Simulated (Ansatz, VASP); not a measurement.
## Two plane-wave programs on Co

INCAR

```
PREC = Accurate
ENCUT = 520
EDIFF = 1E-7
ISMEAR = -1
SIGMA = 0.05
LREAL = False
LASPH = True
NELM = 150
ALGO = Normal
ISIF = 2
LWAVE = False
LCHARG = False
ISPIN = 2
MAGMOM = -1.777 -1.777
LORBIT = 11
LMAXMIX = 4
GGA = RE
NBANDS = 20
```

Contents of KPOINTS:

```
Automatic mesh
0
Gamma
  12 12 12
```

File POSCAR:

```
Co
1.0
    0.0000000000      2.4903660629      2.4903660629
    2.4903660629      0.0000000000      2.4903660629
    2.4903660629      2.4903660629      0.0000000000
Co
2
Direct
    0.1250000000      0.1250000000      0.1250000000
    0.8750000000      0.8750000000      0.8750000000
```

Input for Ansatz:

```yaml
crystal:
  lattice:
    - [0.0, 2.4903660629, 2.4903660629]
    - [2.4903660629, 0.0, 2.4903660629]
    - [2.4903660629, 2.4903660629, 0.0]
  atoms:
    - { symbol: Co, position: [0.125, 0.125, 0.125], spin: -1.777 }
    - { symbol: Co, position: [0.875, 0.875, 0.875], spin: -1.777 }
hamiltonian:
  xc: revpbe
  pseudopotentials:
    kind: paw
    azcp:
      Co: "pseudopotentials/Co.paw.azcp"
basis:
  ecutwfc: 420
  fft_grid_basis: typed
kpoints:
  mp_grid: { grid: [12, 12, 12], shift: [0, 0, 0] }
magnetization:
  spin_polarized: true
scf:
  occupations: { method: fermi_dirac, width: 0.05 }
  lower_state_search: "off"
output:
  stress: true
  write_density: true
  write_potential: true
  elf: true
  volumetric_format: npy
```

Alike in both runs: task single point; functional revPBE; k mesh 12 × 12 × 12; occupations fermi-dirac, width 0.05 eV; collinear spin.

|  | VASP | Ansatz |
| --- | --- | --- |
| version | VASP 6.6.1 | Ansatz 0.2.0 |
| potentials or method | VASP PAW PBE potentials, release 64 (Co), cutoff 520 eV | plane waves (420 eV) with PAW, scalar-relativistic |
| valence electrons in the cell | 18 | 34 |

```tsv
	VASP	Ansatz	Ansatz less VASP
pressure (GPa)	8.6	9.6	+0.92
net moment per atom (μB)	1.71	1.71	+0.005
size of the moment on the site where the two differ most (μB)	1.69	1.72	+0.026
```

VASP's potentials were made for PBE, not for revPBE. Site moments also hang on the region over which each program counts them. VASP's potentials hold 18 valence electrons a cell and Ansatz's 34, so a difference there can come from the potentials and not from the codes.
